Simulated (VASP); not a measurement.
A run of VASP 6.6.1 is set up as follows.

File INCAR:

```
ALGO = Normal
EDIFF = 1E-7
ENCUT = 520
GGA = PS
ISIF = 2
ISMEAR = -1
LASPH = True
LCHARG = False
LREAL = False
LWAVE = False
NBANDS = 15
NELM = 60
PREC = Accurate
SIGMA = 0.05
```

Contents of KPOINTS:

```
k-points
0
Gamma
  15 15 9
```

The input POSCAR:

```
Os
1.0
    2.7340999755      0.0000000000      0.0000000000
   -1.3670499878      2.3678000353      0.0000000000
    0.0000000000      0.0000000000      4.3628970000
Os
2
Direct
    0.3333333333      0.6666666667      0.2500000000
    0.6666666667      0.3333333333      0.7500000000
```

Potentials or basis: VASP PAW PBE potentials, release 64 (Os).

Run with:

```bash
$ cat potpaw_PBE.64/Os/POTCAR > POTCAR
$ mpirun -np 1 vasp_std > vasp.out
```

What does it give for the band gap on the k mesh?

Zero (band 8 reaches 11.27 eV, above the bottom of band 9 at 7.43 eV).

Estimate the pressure.

-6.8 GPa.

Stress tensor (GPa, compression positive):
```
 -4.82   0.00   0.00
  0.00  -4.82   0.00
  0.00   0.00 -10.62
```

Caveat: the cell differs from its parent crystal (zz strain of +1 %); the PAW data sets were made with another functional, which shifts forces and pressure a little; spin-orbit coupling is left out, which moves the levels of the heavy elements.
